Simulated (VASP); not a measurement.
# Pt: single point with LDA

Crystal: Pt.

```
CELL_PARAMETERS angstrom
2.74395 0.00000 0.00000
-0.91465 2.58702 0.00000
-0.91465 -1.29351 2.24043
ATOMIC_POSITIONS crystal
Pt 0.00000 0.00000 0.00000
```

This isn't the form of Pt at room conditions, which is fcc.

```
Program                : VASP 6.6.1
Task                   : single point
Functional             : LDA
Potentials or basis    : VASP PAW LDA potentials, release 64 (Pt)
Cutoff                 : 500 eV
k mesh                 : 13 × 13 × 13
Occupations            : gaussian, width 0.3 eV
Spin                   : no spin polarisation
Dipole correction      : no
Further INCAR settings : ALGO = Normal; EDIFF = 1e-06; NBANDS = 11
```

The pressure is -14.9 GPa and the band gap on the k mesh is zero (bands 5 and 6 overlap by 2.02 eV).

Levels at points of the mesh, in eV from the Fermi level:
```
           k point  band 1  band 2  band 3  band 4  band 5  band 6  band 7  band 8  band 9  band 10
(0.00, 0.00, 0.00)   -9.50   -3.51   -3.51   -3.51   -1.00   -1.00   17.03   17.03   17.03    27.05
```

It took 12 s on 1 thread of AMD EPYC 7R43 64-Core Processor (Zen 3) (shared host), peak memory 0.09 GiB.

Caveat: the cell stands under tension; so wide a smearing shifts energies and pressures; spin-orbit coupling is left out, which moves the levels of the heavy elements.
